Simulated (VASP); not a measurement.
Wanted: the native input for a VASP 6.6.1 run.

```yaml
Task: single point
Functional: BLYP
Potentials_or_basis: VASP PAW PBE potentials, release 64 (Sc_sv, Al)
Cutoff: 520 eV
k_mesh: 7 × 7 × 7
Occupations: fermi-dirac, width 0.05 eV
Spin: no spin polarisation
Dipole_correction: no
Further_INCAR_settings: ALGO = Normal; EDIFF = 1e-07; NBANDS = 18
```

The structure of ScAl3 lies in POSCAR:

```
ScAl3
1.0
    4.1496050390      0.0000000000      0.0000000000
    0.0000000000      4.1496050390      0.0000000000
    0.0000000000      0.0000000000      4.1496050390
Sc Al
1 3
Direct
    0.0000000000      0.0000000000      0.0000000000
    0.5000000000      0.5000000000      0.0000000000
    0.0000000000      0.5000000000      0.5000000000
    0.5000000000      0.0000000000      0.5000000000
```

The input as run:

INCAR

```
SYSTEM = ScAl3
AGGAC    = 1.0          
AGGAX    = 1.0          
ALDAC    = 0.0          
ALDAX    = 1.0          
ALGO     = Normal         ! electronic algorithm
EDIFF    = 1E-7           ! SCF threshold, eV
ENCUT    = 520            ! plane-wave cutoff, eV
GGA      = B5             ! functional
ISIF     = 2              ! what is computed and relaxed
ISMEAR   = -1             ! smearing method
LASPH    = .TRUE.         ! aspherical terms in the spheres
LCHARG   = .FALSE.        ! write CHGCAR
LREAL    = .FALSE.        ! projectors in reciprocal space
LWAVE    = .FALSE.        ! write WAVECAR
NBANDS   = 18             ! bands
NELM     = 60             ! most SCF steps
PREC     = Accurate       ! precision mode
SIGMA    = 0.05           ! smearing width, eV
```

KPOINTS

```
k-points
0
G
  7 7 7
  0 0 0
```

Potentials or basis: VASP PAW PBE potentials, release 64 (Sc_sv, Al).

Launch:

```sh
$ cat potpaw_PBE.64/Sc_sv/POTCAR potpaw_PBE.64/Al/POTCAR > POTCAR
$ mpirun -np 1 vasp_std > vasp.out
```

Results of the run:

The pressure is 0.1 GPa. The band gap on the k mesh is zero (bands 10 and 11 overlap by 3.19 eV).

Caveat: the PAW data sets were made with another functional, which shifts forces and pressure a little.

Wall time 53 s on 1 thread of Intel Xeon 8259CL (shared host), peak memory 0.18 GiB.
